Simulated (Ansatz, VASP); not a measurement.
**One calculation of Y2GeS, two programs**

```xyz
4
Lattice="-2.7446 2.7446 4.7278 2.7446 -2.7446 4.7278 2.7446 2.7446 -4.7278" Properties=species:S:1:pos:R:3 pbc="T T T"
Y     0.0000    2.7446    0.0000
Y     2.7446    0.0000    0.0000
Ge    0.0000    0.0000    4.7278
S     0.0000    0.0000    0.0000
```

Alike in both runs: functional PBE; k mesh 12 × 12 × 12; occupations gaussian, width 0.1 eV; no spin polarisation.

Ansatz relaxed the structure, and its values are those at the end. VASP's run is a single point on that final structure, the one shown.

|  | VASP | Ansatz |
| --- | --- | --- |
| version | VASP 6.6.1 | Ansatz 0.2.0 |
| potentials or method | VASP PAW PBE potentials, release 64 (Y_sv, Ge_d, S), cutoff 520 eV | scalar-relativistic, plane waves, PAW |
| valence electrons in the cell | 42 | 42 |

Ansatz gave:

- gap on the k mesh at the Fermi level (eV): none
- pressure (GPa): 0.0

Q: What did VASP give for the same quantities?

A: gap on the k mesh at the Fermi level (eV): none; pressure (GPa): -0.1.

A gap of «none» marks a metal or a gap that the smearing closes. With one functional, cell and mesh, what is left measures potentials, basis and numerics.
